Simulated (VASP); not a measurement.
Input of a VASP 6.6.1 run:

INCAR

```
ALGO     = Normal         # electronic algorithm
EDIFF    = 1E-7           # SCF threshold, eV
ENCUT    = 520            # plane-wave cutoff, eV
GGA      = PS             # functional
ISIF     = 2              # what is computed and relaxed
ISMEAR   = -1             # smearing method
ISPIN    = 2              # spin polarisation
LASPH    = T              # aspherical terms in the spheres
LCHARG   = F              # write CHGCAR
LMAXMIX  = 4              # l up to which the mixer works
LORBIT   = 11             # projections on sites
LREAL    = F              # projectors in reciprocal space
LWAVE    = F              # write WAVECAR
MAGMOM   = 3 0            # initial moments
NBANDS   = 20             # bands
NELM     = 150            # most SCF steps
NUPDOWN  = 3.0            # fixed moment
PREC     = Accurate       # precision mode
SIGMA    = 0.05           # smearing width, eV
```

The input KPOINTS:

```
k-points
0
Gamma
  8 8 8
```

File POSCAR:

```
MnS
1.0
    0.0000000000      2.4734634191      2.4734634191
    2.4734634191      0.0000000000      2.4734634191
    2.4734634191      2.4734634191      0.0000000000
Mn S
1 1
Direct
    0.0000000000      0.0000000000      0.0000000000
    0.7500000000      0.7500000000      0.7500000000
```

Potentials or basis: VASP PAW PBE potentials, release 64 (Mn_pv, S).

Launch:

```sh
$ cat potpaw_PBE.64/Mn_pv/POTCAR potpaw_PBE.64/S/POTCAR > POTCAR
$ mpirun -np 1 vasp_std > vasp.out
```

(1) Predict the pressure.

Results:

(1) 18.0 GPa.

Caveat: the cell stands under pressure; the PAW data sets were made with another functional, which shifts forces and pressure a little; the total moment is fixed, so each spin has its own Fermi level; a cell with one magnetic atom can't hold antiferromagnetic order, which such compounds often take.
